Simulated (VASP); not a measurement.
Here is a VASP 6.6.1 calculation.

INCAR

```
PREC     = Accurate       # precision mode
ENCUT    = 520            # plane-wave cutoff, eV
EDIFF    = 1E-7           # SCF threshold, eV
ISMEAR   = 0              # smearing method
SIGMA    = 0.1            # smearing width, eV
LREAL    = F              # projectors in reciprocal space
LASPH    = T              # aspherical terms in the spheres
NELM     = 100            # most SCF steps
ALGO     = Normal         # electronic algorithm
ISIF     = 2              # what is computed and relaxed
LWAVE    = F              # write WAVECAR
LCHARG   = F              # write CHGCAR
GGA      = PE             # functional
NBANDS   = 12             # bands
```

The input KPOINTS:

```
regular mesh
0
Gamma
  20 20 20
```

File POSCAR:

```
BaH
1.0
   -2.0541866851      2.0541866851      2.9041680576
    2.0541866851     -2.0541866851      2.9041680576
    2.0541866851      2.0541866851     -2.9041680576
Ba H
1 1
Direct
    0.0000000000      0.0000000000      0.0000000000
    0.5000000000      0.5000000000      0.0000000000
```

Potentials or basis: VASP PAW PBE potentials, release 64 (Ba_sv, H).

Command:

```sh
$ cat potpaw_PBE.64/Ba_sv/POTCAR potpaw_PBE.64/H/POTCAR > POTCAR
$ mpirun -np 1 vasp_std > vasp.out
```

Predict the pressure.

0.4 GPa.
